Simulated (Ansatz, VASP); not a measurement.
FeRuS4 in VASP and in Ansatz

```
Ru Fe S
1.0
     5.46061   -0.00773    0.00000
    -0.00773    5.45602    0.00000
     0.00000    0.00000    5.46341
Ru Fe S
2 2 8
Cartesian
  0.0000 0.0000 0.0000
  2.7303 -0.0039 2.7317
  2.7264 2.7241 0.0000
  -0.0039 2.7280 2.7317
  2.0674 2.1319 2.0704
  0.6552 3.3203 4.8021
  4.8554 0.6681 3.3365
  3.3277 4.7763 0.6048
  3.3855 3.3164 3.3930
  4.7977 2.1280 0.6613
  0.5974 4.7802 2.1269
  2.1251 0.6720 4.8586
```

Alike in both runs: functional PBEsol; k mesh 4 × 4 × 4; occupations gaussian, width 0.1 eV; no spin polarisation.

Ansatz relaxed the structure, and its values are those at the end. VASP's run is a single point on that final structure, the one shown.

|  | VASP | Ansatz |
| --- | --- | --- |
| version | VASP 6.6.1 | Ansatz 0.2.0 |
| potentials or method | VASP PAW PBE potentials, release 64 (Ru_pv, Fe, S), cutoff 520 eV | scalar-relativistic, plane waves, PAW |
| valence electrons in the cell | 92 | 112 |

|  | VASP | Ansatz | Ansatz less VASP |
| --- | --- | --- | --- |
| gap on the k mesh at the Fermi level (eV) | 0.27 | 0.26 | -0.009 |
| least direct gap on the mesh (eV) | 0.49 | 0.48 | -0.007 |
| pressure (GPa) | 0.2 | 0.0 | -0.19 |
| rms of the force components (eV/Å) | 0.031 | 0.021 | -0.0103 |

VASP's potentials were made for PBE, not for PBEsol. With one functional, cell and mesh, what is left measures potentials, basis and numerics. VASP's potentials hold 92 valence electrons a cell and Ansatz's 112, so a difference there can come from the potentials and not from the codes.
